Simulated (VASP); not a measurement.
The system is La.

```
La
1.0
     3.77000    0.00000    0.00000
    -1.88500    3.26492    0.00000
     0.00000    0.00000   12.15900
La
4
Direct
  0.00000 0.00000 0.00000
  0.00000 0.00000 0.50000
  0.33333 0.66667 0.75000
  0.66667 0.33333 0.25000
```

```yaml
Program: VASP 6.6.1
Task: relaxation of cell and atoms
Functional: r2SCAN
Potentials_or_basis: VASP PAW PBE potentials, release 64 (La)
Cutoff: 600 eV
k_mesh: 5 × 5 × 2
Occupations: methfessel-paxton, width 0.02 eV
Spin: no spin polarisation
```

At the start: pressure 0.1 GPa; volume 37.42 Å³/atom.

**Question.** How do energy, volume and symmetry change on relaxing?

**Answer.** Over 14 steps the energy falls by 10.6 meV/atom and the volume is 36.75 Å³/atom (-1.8 %); space group P6_3/mmc (No. 194, to 0.1 Å) before and after.

Step by step:
```
step  energy change (eV)  largest force (eV/Å)  pressure (GPa)  volume (Å³)
   1              0.0000                0.0000            0.08       149.66
   2             -0.0154                0.0000           -0.07       150.05
   3             -0.0392                0.0000           -0.18       150.60
   4              0.0092                0.0000           -0.31       151.36
   5             -0.0405                0.0000           -0.15       150.71
   6             -0.0406                0.0000           -0.14       150.75
   7             -0.0406                0.0000           -0.14       150.77
   8             -0.0411                0.0000           -0.05       149.77
   9             -0.0412                0.0000           -0.03       149.48
  10             -0.0411                0.0000           -0.02       148.91
  11             -0.0418                0.0000           -0.05       148.10
  12             -0.0416                0.0000            0.19       146.32
  13             -0.0423                0.0000           -0.02       147.49
  14             -0.0423                0.0000            0.04       147.01
```

Final structure:
```cif
data_structure
_symmetry_space_group_name_H-M 'P 1'
_symmetry_Int_Tables_number 1
_cell_length_a 3.8233
_cell_length_b 3.8233
_cell_length_c 11.6132
_cell_angle_alpha 90.000
_cell_angle_beta 90.000
_cell_angle_gamma 120.000
_cell_volume 147.01
loop_
_atom_site_label
_atom_site_type_symbol
_atom_site_fract_x
_atom_site_fract_y
_atom_site_fract_z
_atom_site_occupancy
La1 La 0.00000 0.00000 0.00000 1
La2 La 0.00000 0.00000 0.50000 1
La3 La 0.33333 0.66667 0.75000 1
La4 La 0.66667 0.33333 0.25000 1
```

Caveat: the k points lie up to 0.38 Å⁻¹ apart in the final cell, too coarse for converged energies and pressures of a metal; the PAW data sets were made with another functional, which shifts forces and pressure a little.
